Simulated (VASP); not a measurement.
## C13O: single point with PBE

The system is C13O, a wire with vacuum.

```xyz
14
Lattice="4.9327 0.0000 0.0000 0.0000 8.5223 0.0000 0.0000 0.0000 22.9416" Properties=species:S:1:pos:R:3 pbc="T T T"
C     0.0000    0.0000    4.0000
C     2.4663    0.0000    4.0000
C     1.2332    0.0000    4.7120
C     3.6995    0.0000    4.7120
C     1.2332    0.0000    6.1359
C     3.6995    0.0000    6.1359
C     0.0000    0.0000    6.8300
C     2.4663    0.0000    6.8300
C     0.0000    0.0000    8.3191
C     2.4663    0.0000    8.3191
C     1.2332    0.0000    8.9416
C     3.6995    0.0000    8.9416
C     0.6166    8.0023   10.7016
O     0.6166    9.0423   10.7016
```

```yaml
Program: VASP 6.6.1
Task: single point
Functional: PBE
Potentials_or_basis: VASP PAW PBE potentials, release 64 (C, O)
Cutoff: 520 eV
k_mesh: 6 × 3 × 1
Occupations: gaussian, width 0.1 eV
Spin: no spin polarisation
Dipole_correction: yes
Further_INCAR_settings: ALGO = Normal; EDIFF = 1e-06; NBANDS = 42
```

```yaml
Largest_force: 21.182 eV/Å
Band_gap_on_the_k_mesh: 0.05 eV (least direct gap 0.05 eV)
```

Forces on the atoms (eV/Å):
```
C    -0.229   0.029   1.748
C     0.220  -0.023   1.648
C     0.018  -0.008  -3.325
C    -0.035   0.011  -2.752
C     0.056   0.020   1.102
C    -0.006  -0.073   1.312
C     0.159   0.025   0.745
C    -0.348   0.133   0.412
C    -0.743   0.333  -1.041
C     1.082   0.326  -0.137
C    -0.315  -1.889  -2.949
C    -0.145  -0.492   0.616
C     0.451 -19.295  -0.807
O    -0.165  20.903   3.427
```

Levels at points of the mesh, in eV from the valence-band top:
| k point | band 26 | band 27 | band 28 | band 29 | band 30 | band 31 | band 32 | band 33 |
| --- | --- | --- | --- | --- | --- | --- | --- | --- |
| (0.00, 0.00, 0.00) | -2.07 | -0.59 | -0.26 | -0.11 | 0.06 | 0.98 | 1.09 | 2.16 |
| (0.50, 0.00, 0.00) | -1.79 | -1.60 | -0.10 | 0.00 | 0.05 | 0.60 | 2.40 | 2.88 |

Run time: 11 min on 1 thread of Intel(R) Xeon(R) 6975P-C (Granite Rapids), on a shared host, peak memory 1 GiB.

Caveat: semilocal functionals underestimate gaps, and a narrow one can read as zero.
